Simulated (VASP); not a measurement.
# B (I4_1/amd) in VASP: a series of runs

B is run at these levels: PBE; tasks: single point, relaxation of cell and atoms.

Program: VASP 6.6.1. These are calculated values, not measurements. Logs are shortened: lines on timing, memory, paths and dates and some standing lists are left out, and cuts for length are marked.

### Step 1. The cell of the first run

The structure is tetragonal, space group I4_1/amd (No. 141). Conventional cell: a = 3.620 Å, b = 3.620 Å, c = 1.555 Å, α = 90.00°, β = 90.00°, γ = 90.00°. B (site symmetry -4m2) has 6 B at 1.56 to 1.85 Å within 2.1 Å.

### Step 2. Single point, PBE

The input, INCAR:

```
SYSTEM = B
PREC = Accurate
ENCUT = 520
EDIFF = 1E-7
ISMEAR = -1
SIGMA = 0.08
LREAL = .FALSE.
LASPH = .TRUE.
NELM = 80
ALGO = Normal
ISIF = 2
LWAVE = .FALSE.
LCHARG = .FALSE.
GGA = PE
NBANDS = 10
```

The input, KPOINTS:

```
regular mesh
0
G
  23 23 23
  0 0 0
```

The input, POSCAR:

```
B
1.0
   -1.8100926915      1.8100926915      0.7776405696
    1.8100926915     -1.8100926915      0.7776405696
    1.8100926915      1.8100926915     -0.7776405696
B
2
Direct
   -0.3750000000     -0.1250000000     -0.2500000000
    0.3750000000      0.1250000000      0.2500000000
```

Potentials or basis: VASP PAW PBE potentials, release 64 (B).

The run is started by

```
$ cat potpaw_PBE.64/B/POTCAR > POTCAR
$ mpirun -np 1 vasp_std > vasp.out
```

OUTCAR:

```text
SYSTEM = B
   PREC = Accurate
   ENCUT = 520
   EDIFF = 1E-7
   ISMEAR = -1
   LREAL = .FALSE.
   LASPH = .TRUE.
   NELM = 80
   ISIF = 2
   GGA = PE

 ion  position               nearest neighbor table
   1  0.625  0.875  0.750-   2 1.85   2 1.85   2 1.85   2 1.85   2 2.15   2 2.15   2 2.15   2 2.15

   2  0.375  0.125  0.250-   1 1.85   1 1.85   1 1.85   1 1.85   1 2.15   1 2.15   1 2.15   1 2.15

  LATTYP: Found a body centered tetragonal cell.
 ALAT       =     3.6201853830
 C/A-ratio  =     0.4296136730

  Lattice vectors:

 A1 = (  -1.8100926915,   1.8100926915,   0.7776405696)
 A2 = (   1.8100926915,  -1.8100926915,   0.7776405696)
 A3 = (   1.8100926915,   1.8100926915,  -0.7776405696)

Analysis of symmetry for initial positions (statically):
=====================================================================
 Subroutine PRICEL returns:
 Original cell was already a primitive cell.

 Routine SETGRP: Setting up the symmetry group for a
 body centered tetragonal supercell.

 Subroutine GETGRP returns: Found 16 space group operations
 (whereof  4 operations were pure point group operations)
 out of a pool of 16 trial point group operations.

The static configuration has the point symmetry C_2h.
 The point group associated with its full space group is D_4h.

Analysis of symmetry for dynamics (positions and initial velocities):
=====================================================================
 Subroutine PRICEL returns:
 Original cell was already a primitive cell.

 Routine SETGRP: Setting up the symmetry group for a
 body centered tetragonal supercell.

 Subroutine GETGRP returns: Found 16 space group operations
 (whereof  4 operations were pure point group operations)
 out of a pool of 16 trial point group operations.

The dynamic configuration has the point symmetry C_2h.
 The point group associated with its full space group is D_4h.

 Subroutine INISYM returns: Found 16 space group operations
 (whereof  4 operations are pure point group operations),
 and found     1 'primitive' translations

----------------------------------------------------------------------------------------

                                     Primitive cell

  volume of cell :      10.1916

  direct lattice vectors                    reciprocal lattice vectors
    -1.810092691  1.810092691  0.777640570     0.000000000  0.276228948  0.642970570
     1.810092691 -1.810092691  0.777640570     0.276228948  0.000000000  0.642970570
     1.810092691  1.810092691 -0.777640570     0.276228948  0.276228948  0.000000000

[... 84 lines left out ...]
   LREAL  =      F    real-space projection
   EDIFFG = 0.1E-05   stopping-criterion for IOM
   NSW    =      0    number of steps for IOM
   IBRION =     -1    ionic relax: 0-MD 1-quasi-New 2-CG
   NFREE  =      0    steps in history (QN), initial steepest desc. (CG)
   ISIF   =      2    stress and relaxation
   ISYM   =      2    0-nonsym 1-usesym 2-fastsym
   POTIM  = 0.5000    time-step for ionic-motion
   TEBEG  =    0.0;   TEEND  =   0.0 temperature during run
   PSTRESS=    0.0 pullay stress
   NELECT =       6.0000    total number of electrons
   NUPDOWN=      -1.0000    fix difference up-down
   EMIN   =  10.00;   EMAX   =-10.00  energy-range for DOS
   EFERMI =   0.00;   METHOD = LEGACY
   ISMEAR =    -1;   SIGMA  =   0.08  broadening in eV -4-tet -1-fermi 0-gaus
   EFERMI_NEDOS =   21; number of points for ismear=-14 and -15
   IALGO  =     38    algorithm
   IMIX   =      4    mixing-type and parameters
     AMIX     =   0.40;   BMIX     =  1.00
     AMIX_MAG =   1.60;   BMIX_MAG =  1.00
  volume/ion in A,a.u.               =       5.10        34.39
  Fermi-wavevector in a.u.,A,eV,Ry     =   1.372077  2.592849 25.614255  1.882595
  Thomas-Fermi vector in A             =   2.497716
   LORBIT       =      0    0 simple, 1 ext, 2 COOP (PROOUT), +10 PAW based schemes
   GGA     = PE    functional components
   LHFCALC =     F    Hartree Fock is set to
   AEXX    =    0.0000 exact exchange contribution
   IVDW    =     0    specifies the selected vdW correction
   LEPSILON=     F    determine dielectric tensor
   LRPA    =     F    only Hartree local field effects (RPA)
 non-spin polarized calculation
  energy-cutoff  :      520.00
  volume of cell :       10.19
 maximum number of plane-waves:       291
   NGX =  9   NGY =  9   NGZ =  9

 number of electron       6.0000000 magnetization

 Free energy of the ion-electron system (eV)
  ---------------------------------------------------
  ext. energy  EPLUGINS =         0.00000000
  ---------------------------------------------------
  free energy    TOTEN  =       -10.35988278 eV

  energy without entropy =      -10.35023742  energy(sigma->0) =      -10.35506010

 E-fermi :  11.4351     XC(G=0): -13.5157

 val. band max:       11.4254203943   @ k =  -0.2609   0.3043   0.2174
 cond. band min:      11.4369738674   @ k =   0.4348   0.1304  -0.0000
 fundamental gap:      0.0115534731
 Fermi energy:        11.4351099932

 k-point     1 :       0.0000    0.0000    0.0000
  band No.  band energies     occupation
      1      -8.5749      2.00000
      2       6.0039      2.00000
      3       6.0039      2.00000
      4      13.9501      0.00000
      5      16.7945      0.00000
      6      23.0864      0.00000
      7      23.0864      0.00000
      8      33.9053      0.00000
      9      38.7915      0.00000
     10      38.8529      0.00000
[... 287 lines left out ...]
 k-point    24 :      -0.4783    0.0435    0.0000
  band No.  band energies     occupation
      1       1.3334      2.00000
      2       6.7573      2.00000
      3      12.1626      0.00022
      4      12.6283      0.00000
      5      17.2309      0.00000
      6      21.4561      0.00000
      7      24.5524      0.00000
      8      27.7411      0.00000
      9      32.7622      0.00000
     10      34.9260      0.00000

 [... further k-points ...]
[... 5 lines left out ...]
  --------------------------------------------------------------------------------------
  -------------------------------------------------------------------------------------
  Total        6.3719501      6.3719501      6.3679529     -0.0000000      0.0000000      0.0000000
  in kB     1001.7109361   1001.7109361   1001.0825568     -0.0000000      0.0000000      0.0000000
  external PRESSURE =    1001.5014763 kB  Pullay stress =       0.0000000 kB

 VOLUME and BASIS-vectors are now :
 -----------------------------------------------------------------------------
  energy-cutoff  :      520.00
  volume of cell :       10.19
      direct lattice vectors                 reciprocal lattice vectors
    -1.810092691  1.810092691  0.777640570     0.000000000  0.276228948  0.642970570
     1.810092691 -1.810092691  0.777640570     0.276228948  0.000000000  0.642970570
     1.810092691  1.810092691 -0.777640570     0.276228948  0.276228948  0.000000000

 POSITION                                       TOTAL-FORCE (eV/Angst)
 -----------------------------------------------------------------------------------
      1.81009      0.90505      0.58323        -0.000000      0.000000      0.000000
     -0.00000      0.90505      0.19441         0.000000     -0.000000     -0.000000
 -----------------------------------------------------------------------------------
    total drift:                               -0.000000      0.000000      0.000000

  FREE ENERGIE OF THE ION-ELECTRON SYSTEM (eV)
  ---------------------------------------------------
  free  energy   TOTEN  =       -10.3598827777 eV

  energy  without entropy=      -10.3502374169  energy(sigma->0) =      -10.35506010
```

stdout:

```text
POSCAR found type information on POSCAR B
 POSCAR found :  1 types and       2 ions
 scaLAPACK will be used
 LDA part: xc-table for (Slater+PW92), standard interpolation
 POSCAR, INCAR and KPOINTS ok, starting setup
 FFT: planning ... GRIDC
 FFT: planning ... GRID_SOFT
 FFT: planning ... GRID
 WAVECAR not read
 entering main loop
```

Run time: 53 s. Hardware: 1 thread of Intel Xeon Platinum 8488C (Sapphire Rapids), shared host; peak memory 0.19 GiB.

What came out:

* Free energy: -10.3599 eV
* Pressure: 100.2 GPa
* Band gap on the k mesh: zero (band 3 reaches 14.99 eV, above the bottom of band 4 at 2.11 eV)

### Step 3. Single point, PBE

The input, INCAR:

```
SYSTEM = B
ALGO = Normal ; EDIFF = 1E-6
ENCUT = 520 ; GGA = PE
ISIF = 2 ; ISMEAR = -1
LASPH = .TRUE. ; LCHARG = .FALSE.
LREAL = .FALSE. ; LWAVE = .FALSE.
NBANDS = 10 ; NELM = 60
PREC = Accurate ; SIGMA = 0.08
```

The input, KPOINTS:

```
k-points
0
G
  23 23 23
  0 0 0
```

The input, POSCAR:

```
B
1.0
   -1.8115700453      1.8115700453      0.7765968392
    1.8115700453     -1.8115700453      0.7765968392
    1.8115700453      1.8115700453     -0.7765968392
B
2
Direct
   -0.3750000000     -0.1250000000     -0.2500000000
    0.3750000000      0.1250000000      0.2500000000
```

Potentials or basis: VASP PAW PBE potentials, release 64 (B).

The run is started by

```
$ cat potpaw_PBE.64/B/POTCAR > POTCAR
$ mpirun -np 1 vasp_std > vasp.out
```

It took 42 s on 1 thread of Intel Xeon Platinum 8488C (Sapphire Rapids), shared host; peak memory 0.19 GiB.

It converged, with:

| Property | Result |
| --- | --- |
| Free energy | -10.3617 eV |
| Pressure | 100.3 GPa |
| Band gap on the k mesh | zero (band 3 reaches 14.99 eV, above the bottom of band 4 at 2.09 eV) |

Stress tensor (GPa, compression positive):
```
100.09   0.00   0.00
  0.00 100.09   0.00
  0.00   0.00 100.60
```

Levels at points of the mesh, in eV from the Fermi level:
```csv
k point,band 1,band 2,band 3,band 4,band 5,band 6,band 7
"(0.00, 0.00, 0.00)",-20.02,-5.46,-5.46,2.46,5.33,11.59,11.59
```

### Step 4. Relaxation of cell and atoms, PBE, target pressure 100 GPa, at which the enthalpy is minimised

This run uses another cell than the first one, of 4.72 Å³/atom, 0.926 times its volume.

The input, INCAR:

```
SYSTEM = B
PREC = Accurate ; ENCUT = 600
EDIFF = 1E-6 ; ISMEAR = -1
SIGMA = 0.08 ; LREAL = .False.
LASPH = .True. ; NELM = 60
ALGO = Normal ; ISIF = 3
LWAVE = .False. ; LCHARG = .False.
GGA = PE ; IBRION = 2
NSW = 60 ; EDIFFG = -0.005
PSTRESS = 1000.0
```

The input, KPOINTS:

```
Automatic mesh
0
Gamma
  23 23 23
  0 0 0
```

The input, POSCAR:

```
B
1.0
   -1.6248924708      1.6248924708      0.8936908589
    1.6248924708     -1.6248924708      0.8936908589
    1.6248924708      1.6248924708     -0.8936908589
B
2
Direct
   -0.3750000000     -0.1250000000     -0.2500000000
    0.3750000000      0.1250000000      0.2500000000
```

Potentials or basis: VASP PAW PBE potentials, release 64 (B).

The run is started by

```
$ cat potpaw_PBE.64/B/POTCAR > POTCAR
$ mpirun -np 1 vasp_std > vasp.out
```

OUTCAR:

```text
SYSTEM = B
   PREC = Accurate
   ENCUT = 600
   EDIFF = 1E-6
   ISMEAR = -1
   LREAL = .False.
   LASPH = .True.
   NELM = 60
   ISIF = 3
   GGA = PE
   IBRION = 2
   NSW = 60
   EDIFFG = -0.005
   PSTRESS = 1000.0

 ion  position               nearest neighbor table
   1  0.625  0.875  0.750-   2 1.69   2 1.69   2 1.69   2 1.69   2 2.11   2 2.11   2 2.11   2 2.11

   2  0.375  0.125  0.250-   1 1.69   1 1.69   1 1.69   1 1.69   1 2.11   1 2.11   1 2.11   1 2.11

  LATTYP: Found a body centered tetragonal cell.
 ALAT       =     3.2497849416
 C/A-ratio  =     0.5500000000

  Lattice vectors:

 A1 = (  -1.6248924708,   1.6248924708,   0.8936908589)
 A2 = (   1.6248924708,  -1.6248924708,   0.8936908589)
 A3 = (   1.6248924708,   1.6248924708,  -0.8936908589)

Analysis of symmetry for initial positions (statically):
=====================================================================
 Subroutine PRICEL returns:
 Original cell was already a primitive cell.

 Routine SETGRP: Setting up the symmetry group for a
 body centered tetragonal supercell.

 Subroutine GETGRP returns: Found 16 space group operations
 (whereof  4 operations were pure point group operations)
 out of a pool of 16 trial point group operations.

The static configuration has the point symmetry C_2h.
 The point group associated with its full space group is D_4h.

Analysis of symmetry for dynamics (positions and initial velocities):
=====================================================================
 Subroutine PRICEL returns:
 Original cell was already a primitive cell.

 Routine SETGRP: Setting up the symmetry group for a
 body centered tetragonal supercell.

 Subroutine GETGRP returns: Found 16 space group operations
 (whereof  4 operations were pure point group operations)
 out of a pool of 16 trial point group operations.

The dynamic configuration has the point symmetry C_2h.
 The point group associated with its full space group is D_4h.

 Subroutine INISYM returns: Found 16 space group operations
[... 119 lines left out ...]
  Fermi-wavevector in a.u.,A,eV,Ry     =   1.407645  2.660063 26.959450  1.981464
  Thomas-Fermi vector in A             =   2.529883
   LORBIT       =      0    0 simple, 1 ext, 2 COOP (PROOUT), +10 PAW based schemes
   GGA     = PE    functional components
   LHFCALC =     F    Hartree Fock is set to
   AEXX    =    0.0000 exact exchange contribution
   IVDW    =     0    specifies the selected vdW correction
   LEPSILON=     F    determine dielectric tensor
   LRPA    =     F    only Hartree local field effects (RPA)
 conjugate gradient relaxation of ions
 non-spin polarized calculation
  energy-cutoff  :      600.00
  volume of cell :        9.44
 maximum number of plane-waves:       334
   NGX =  9   NGY =  9   NGZ =  9

--------------------------------------- Ionic step        1  -------------------------------------------

 number of electron       6.0000000 magnetization

 Free energy of the ion-electron system (eV)
  ---------------------------------------------------
  ext. energy  EPLUGINS =         0.00000000
  ---------------------------------------------------
  free energy    TOTEN  =        -9.28519020 eV

  energy without entropy =       -9.26973016  energy(sigma->0) =       -9.27746018

------------------------ aborting loop because EDIFF is reached ----------------------------------------

  FORCE on cell =-STRESS in cart. coord.  units (eV):
  Direction    XX          YY          ZZ          XY          YZ          ZX
  --------------------------------------------------------------------------------------
  -------------------------------------------------------------------------------------
  Total       10.2447811     10.2447811      4.8354891      0.0000000     -0.0000000      0.0000000
  in kB     1739.0685726   1739.0685726    820.8322864      0.0000000     -0.0000000      0.0000000
  external PRESSURE =     432.9898105 kB  Pullay stress =    1000.0000000 kB
[... 25 lines left out ...]
--------------------------------------- Ionic step        2  -------------------------------------------

 number of electron       6.0000000 magnetization

 E-fermi :   9.7012     XC(G=0): -13.1490

 val. band max:        9.6997732470   @ k =  -0.1739  -0.2174   0.1304
 cond. band min:       9.7012106825   @ k =   0.2174   0.2174   0.0870
 fundamental gap:      0.0014374355
 Fermi energy:         9.7011644590

 k-point     1 :       0.0000    0.0000    0.0000
  band No.  band energies     occupation
      1      -8.6442      2.00000
      2       6.4542      2.00000
      3       6.4542      2.00000
      4      14.3448      0.00000
      5      16.9091      0.00000
      6      23.5823      0.00000
      7      23.5823      0.00000
[... 457 lines left out ...]
--------------------------------------- Ionic step        8  -------------------------------------------

 number of electron       6.0000000 magnetization

 Free energy of the ion-electron system (eV)
  ---------------------------------------------------
  ext. energy  EPLUGINS =         0.00000000
  ---------------------------------------------------
  free energy    TOTEN  =       -10.36306829 eV

  energy without entropy =      -10.35341922  energy(sigma->0) =      -10.35824375

 E-fermi :  11.4306     XC(G=0): -13.5143

 val. band max:       11.4202146031   @ k =  -0.2609   0.3043   0.2174
 cond. band min:      11.4328065443   @ k =   0.3913   0.1739   0.0435
 fundamental gap:      0.0125919411
 Fermi energy:        11.4305961605

 k-point     1 :       0.0000    0.0000    0.0000
  band No.  band energies     occupation
      1      -8.5753      2.00000
      2       6.0009      2.00000
      3       6.0009      2.00000
      4      13.9408      0.00000
      5      16.7902      0.00000
      6      23.0777      0.00000
      7      23.0777      0.00000
[... 263 lines left out ...]
  energy  without entropy=      -10.3534192204  energy(sigma->0) =      -10.35824375

  enthalpy is  TOTEN    =        -3.9999556387 eV   P V=        6.3631126490

 reached required accuracy - stopping structural energy minimisation
```

OSZICAR:

```text
N       E                     dE             d eps       ncg     rms          rms(c)
DAV:   1     0.354497752932E+01    0.35450E+01   -0.35677E+03 13461   0.897E+02
DAV:   2    -0.932281999874E+01   -0.12868E+02   -0.12216E+02 18382   0.114E+02
DAV:   3    -0.937764738179E+01   -0.54827E-01   -0.53465E-01 15638   0.817E+00
[... 49 lines left out ...]
       N       E                     dE             d eps       ncg     rms          rms(c)
DAV:   1    -0.103632263404E+02   -0.31248E-01   -0.10844E-02 16380   0.100E+00    0.809E-02
DAV:   2    -0.103631182273E+02    0.10811E-03   -0.10025E-04 16464   0.102E-01    0.445E-02
DAV:   3    -0.103630683500E+02    0.49877E-04   -0.83475E-05 16051   0.677E-02    0.220E-03
DAV:   4    -0.103630682877E+02    0.62314E-07   -0.33682E-07 10976   0.794E-03
   8 F= -.39999556E+01 E0= -.39951311E+01  d E =-.543872E-03
```

CONTCAR:

```text
B
   1.00000000000000
    -1.8103172136671886    1.8103172136671890    0.7776977471905339
     1.8103172136671886   -1.8103172136671890    0.7776977471905339
     1.8103172136671886    1.8103172136671890   -0.7776977471905339
  B
     2
Direct
     0.6250000000000000    0.8750000000000000    0.7500000000000000
     0.3750000000000000    0.1250000000000000    0.2500000000000000

  0.00000000E+00  0.00000000E+00  0.00000000E+00
  0.00000000E+00  0.00000000E+00  0.00000000E+00
```

Wall time 2.4 min (1 thread of AMD EPYC 9R45 (Zen 5), shared host); peak memory 0.15 GiB.

What came out:

```
Free energy                                            : -10.3631 eV
Relaxed volume                                         : 5.10 Å³/atom
Relaxed cell                                           : a = 2.676 Å, b = 2.676 Å, c = 2.676 Å, α = 94.85°, β = 94.85°, γ = 146.21°
Space group after relaxing (to 0.05 Å)                 : I4_1/amd (No. 141)
Energy change on relaxing (the enthalpy is what falls) : -538.9 meV/atom
Ionic steps                                            : 8
Pressure after relaxing                                : 100.0 GPa
Band gap on the k mesh                                 : zero (band 3 reaches 14.98 eV, above the bottom of band 4 at 2.11 eV)
```

The path:
```tsv
step	energy change (eV)	largest force (eV/Å)	pressure (GPa)	volume (Å³)
1	0.0000	0.0000	143.30	9.44
2	-1.3755	0.0000	48.41	11.23
3	-1.0690	0.0000	70.90	10.66
4	-1.1016	0.0000	99.35	10.23
5	-1.1095	0.0000	98.16	10.25
6	-1.1158	0.0000	97.18	10.26
7	-1.0468	0.0000	102.30	10.15
8	-1.0779	0.0000	99.99	10.19
```

Final structure:
```yaml
crystal:
  lattice:
    - [-1.81032, 1.81032, 0.77770]
    - [1.81032, -1.81032, 0.77770]
    - [1.81032, 1.81032, -0.77770]
  atoms:
    - { symbol: B, position: [0.62500, 0.87500, 0.75000] }
    - { symbol: B, position: [0.37500, 0.12500, 0.25000] }
```

Caveat: the cell is relaxed towards a set pressure, so the enthalpy falls and the energy may rise.

[end of part 1 of 2]
